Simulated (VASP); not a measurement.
Input of a VASP 6.6.1 run:

File INCAR:

```
ALGO     = Normal         # electronic algorithm
EDIFF    = 1E-6           # SCF threshold, eV
ENCUT    = 520            # plane-wave cutoff, eV
GGA      = PE             # functional
ISIF     = 2              # what is computed and relaxed
ISMEAR   = 0              # smearing method
ISPIN    = 2              # spin polarisation
LASPH    = True           # aspherical terms in the spheres
LCHARG   = False          # write CHGCAR
LMAXMIX  = 4              # l up to which the mixer works
LORBIT   = 11             # projections on sites
LREAL    = False          # projectors in reciprocal space
LWAVE    = False          # write WAVECAR
MAGMOM   = 2.62 0.29      # initial moments
NBANDS   = 18             # bands
NELM     = 150            # most SCF steps
PREC     = Accurate       # precision mode
SIGMA    = 0.1            # smearing width, eV
```

Contents of KPOINTS:

```
k-points
0
Gamma
  18 18 18
```

The input POSCAR:

```
CoO
1.0
    1.5453433647      0.8922044076      2.2984937065
   -1.5453433647      0.8922044076      2.2984937065
    0.0000000000     -1.7844088152      2.2984937065
Co O
1 1
Direct
    0.0000000000      0.0000000000      0.0000000000
    0.5000000000      0.5000000000      0.5000000000
```

Potentials or basis: VASP PAW PBE potentials, release 64 (Co, O).

Launch:

```sh
$ cat potpaw_PBE.64/Co/POTCAR potpaw_PBE.64/O/POTCAR > POTCAR
$ mpirun -np 1 vasp_std > vasp.out
```

**Question.** What does it give for the pressure?

**Answer.** -0.6 GPa.

**Question.** Predict the site moments.

**Answer.** Co +2.51; O +0.28 μB.

Stress tensor (GPa, compression positive):
```
-0.73  0.00  0.00
 0.00 -0.73  0.00
 0.00  0.00 -0.49
```

Caveat: a cell with one magnetic atom can't hold antiferromagnetic order, which such compounds often take.
